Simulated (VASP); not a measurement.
Write the native input for VASP 6.6.1 that does the following.

```
Task                   : single point
Functional             : PBE
Potentials or basis    : VASP PAW PBE potentials, release 64 (Au)
Cutoff                 : 520 eV
k mesh                 : 13 × 13 × 13
Occupations            : gaussian, width 0.3 eV
Spin                   : no spin polarisation
Dipole correction      : no
Further INCAR settings : ALGO = Normal; EDIFF = 1e-06; NBANDS = 12
```

The structure of Au lies in POSCAR:

```
Au
1.0
    0.0000000000      2.0782552709      2.0782552709
    2.0782552709      0.0000000000      2.0782552709
    2.0782552709      2.0782552709      0.0000000000
Au
1
Direct
    0.0000000000      0.0000000000      0.0000000000
```

One way to write it, as run:

INCAR

```
ALGO     = Normal         # electronic algorithm
EDIFF    = 1E-6           # SCF threshold, eV
ENCUT    = 520            # plane-wave cutoff, eV
GGA      = PE             # functional
ISIF     = 2              # what is computed and relaxed
ISMEAR   = 0              # smearing method
LASPH    = True           # aspherical terms in the spheres
LCHARG   = False          # write CHGCAR
LREAL    = False          # projectors in reciprocal space
LWAVE    = False          # write WAVECAR
NBANDS   = 12             # bands
NELM     = 100            # most SCF steps
PREC     = Accurate       # precision mode
SIGMA    = 0.3            # smearing width, eV
```

KPOINTS

```
k-points
0
Gamma
  13 13 13
```

Potentials or basis: VASP PAW PBE potentials, release 64 (Au).

The run is started by

```bash
$ cat potpaw_PBE.64/Au/POTCAR > POTCAR
$ mpirun -np 1 vasp_std > vasp.out
```

Results of the run:

| Quantity | Value |
| --- | --- |
| Pressure | -0.2 GPa |

Wall time 19 s on 1 thread of Intel Xeon 8259CL (shared host), peak memory 0.15 GiB.
